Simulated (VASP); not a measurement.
A run of VASP 6.6.1 is set up as follows.

INCAR

```
SYSTEM = Pt
PREC = Accurate
ENCUT = 520
EDIFF = 1E-6
ISMEAR = 0
SIGMA = 0.15
LREAL = .False.
LASPH = .True.
NELM = 60
ALGO = Fast
ISIF = 2
LWAVE = .False.
LCHARG = .False.
GGA = CA
NBANDS = 11
```

File KPOINTS:

```
regular mesh
0
Gamma
  20 20 20
  0 0 0
```

File POSCAR:

```
Pt
1.0
    0.0000000000      1.9662349613      1.9662349613
    1.9662349613      0.0000000000      1.9662349613
    1.9662349613      1.9662349613      0.0000000000
Pt
1
Direct
    0.0000000000      0.0000000000      0.0000000000
```

Potentials or basis: VASP PAW LDA potentials, release 64 (Pt).

Command:

```console
$ cat potpaw_LDA.64/Pt/POTCAR > POTCAR
$ mpirun -np 1 vasp_std > vasp.out
```

(1) Estimate the band gap on the k mesh.

(2) What does it give for the pressure?

Answers

(1) zero (band 5 reaches 11.47 eV, above the bottom of band 6 at 9.27 eV).

(2) -7.6 GPa.

Caveat: spin-orbit coupling is left out, which moves the levels of the heavy elements.
